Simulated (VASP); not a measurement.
Set up this calculation in VASP 6.6.1, as the native input.

```yaml
Task: single point
Functional: PBE
Dispersion: D3(BJ)
Potentials_or_basis: VASP PAW PBE potentials, release 64 (In_d)
Cutoff: 520 eV
k_mesh: 6 × 6 × 6
Occupations: gaussian, width 0.1 eV
Spin: no spin polarisation
Dipole_correction: no
Further_INCAR_settings: ALGO = Fast; EDIFF = 1e-07; NBANDS = 26
```

The structure of In lies in POSCAR:

```
In
1.0
    1.6696368166      0.9639652655      8.2074632500
   -1.6696368166      0.9639652655      8.2074632500
    0.0000000000     -1.9279305310      8.2074632500
In
3
Direct
    0.0000000000      0.0000000000      0.0000000000
    0.7780122400      0.7780122400      0.7780122400
    0.2219877600      0.2219877600      0.2219877600
```

The input as run:

INCAR

```
SYSTEM = In
  ALGO = Fast
  EDIFF = 1E-7
  ENCUT = 520
  GGA = PE
  ISIF = 2
  ISMEAR = 0
  IVDW = 12
  LASPH = .True.
  LCHARG = .True.
  LELF = .True.
  LREAL = .False.
  LVHAR = .True.
  LWAVE = .False.
  NBANDS = 26
  NELM = 80
  PREC = Accurate
  SIGMA = 0.1
```

KPOINTS

```
k-points
0
Gamma
  6 6 6
  0 0 0
```

Potentials or basis: VASP PAW PBE potentials, release 64 (In_d).

Run with:

```console
$ cat potpaw_PBE.64/In_d/POTCAR > POTCAR
$ mpirun -np 1 vasp_std > vasp.out
```

Results of the run:

```yaml
Pressure: -0.7 GPa
Largest_force: 0.013 eV/Å
Band_gap_on_the_k_mesh: zero (an odd number of electrons rules out a gap without spin polarisation)
Dispersion_energy_per_atom: -0.335 eV
```

Caveat: the k points lie up to 0.36 Å⁻¹ apart, too coarse for converged energies and pressures of a metal; three body term missing; spin-orbit coupling is left out, which moves the levels of the heavy elements.

It took 19 min on 1 thread of Intel Xeon 8259CL, with other jobs on the host, peak memory 0.52 GiB.
